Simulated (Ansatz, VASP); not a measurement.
# One calculation of Co, two programs

```
Co
1.0
     2.54040    0.00000    0.00000
    -1.27020    2.20005    0.00000
     0.00000    0.00000    4.12346
Co
2
Direct
  0.33333 0.66667 0.25000
  0.66667 0.33333 0.75000
```

Alike in both runs: task single point; functional PBEsol; k mesh 13 × 13 × 7; occupations fermi-dirac, width 0.1 eV; collinear spin.

|  | VASP | Ansatz |
| --- | --- | --- |
| version | VASP 6.6.1 | Ansatz 0.2.0 |
| potentials or method | VASP PAW PBE potentials, release 64 (Co), cutoff 520 eV | plane waves, PAW |
| valence electrons in the cell | 18 | 34 |

```csv
,VASP,Ansatz,Ansatz less VASP
net moment per atom (μB),1.63,1.64,+0.007
size of the moment on the site where the two differ most (μB),1.66,1.72,+0.056
```

VASP's potentials were made for PBE, not for PBEsol. Site moments also hang on the region over which each program counts them. With one functional, cell and mesh, what is left measures potentials, basis and numerics. VASP's potentials hold 18 valence electrons a cell and Ansatz's 34, so a difference there can come from the potentials and not from the codes. Ansatz's warnings: given moment on shells, structure snapped to symmetry.
